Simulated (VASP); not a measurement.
Wanted: the native input for a VASP 6.6.1 run.

| Item | Value |
| --- | --- |
| Task | relaxation of cell and atoms |
| Functional | PBEsol |
| Potentials or basis | VASP PAW PBE potentials, release 64 (Os) |
| Cutoff | 600 eV |
| k mesh | 10 × 10 × 10 |
| Occupations | methfessel-paxton, width 0.05 eV |
| Spin | no spin polarisation |
| Target pressure | 10 GPa |
| Dipole correction | no |
| Further INCAR settings | ALGO = Normal; EDIFF = 1e-06; IBRION = 2; EDIFFG = -0.03; NSW = 80; ISIF = 3 |

The structure of Os lies in POSCAR:

```
Os
1.0
    1.5200000000      1.5200000000      1.5200000000
   -1.5200000000      1.5200000000      1.5200000000
   -1.5200000000     -1.5200000000      1.5200000000
Os
1
Direct
    0.0000000000      0.0000000000      0.0000000000
```

These files were run (other wordings do the same):

INCAR

```
PREC = Accurate
ENCUT = 600
EDIFF = 1E-6
ISMEAR = 1
SIGMA = 0.05
LREAL = F
LASPH = T
NELM = 60
ALGO = Normal
ISIF = 3
LWAVE = F
LCHARG = F
GGA = PS
IBRION = 2
NSW = 80
EDIFFG = -0.03
PSTRESS = 100.0
```

KPOINTS

```
Automatic mesh
0
Gamma
  10 10 10
```

Potentials or basis: VASP PAW PBE potentials, release 64 (Os).

Launch:

```console
$ cat potpaw_PBE.64/Os/POTCAR > POTCAR
$ mpirun -np 1 vasp_std > vasp.out
```

It gave:

* Pressure after relaxing: 9.7 GPa
* Band gap on the k mesh: zero (band 4 reaches 12.09 eV, above the bottom of band 5 at 7.69 eV)

Caveat: the relaxation stopped at its first step, so nothing moved; the cell is relaxed towards a set pressure, so the enthalpy falls and the energy may rise; the PAW data sets were made with another functional, which shifts forces and pressure a little; spin-orbit coupling is left out, which moves the levels of the heavy elements.

Wall time 5.1 s on 1 thread of Intel(R) Xeon(R) Platinum 8259CL CPU @ 2.50GHz (Skylake/Cascade Lake), with other jobs on the host, peak memory 0.14 GiB.
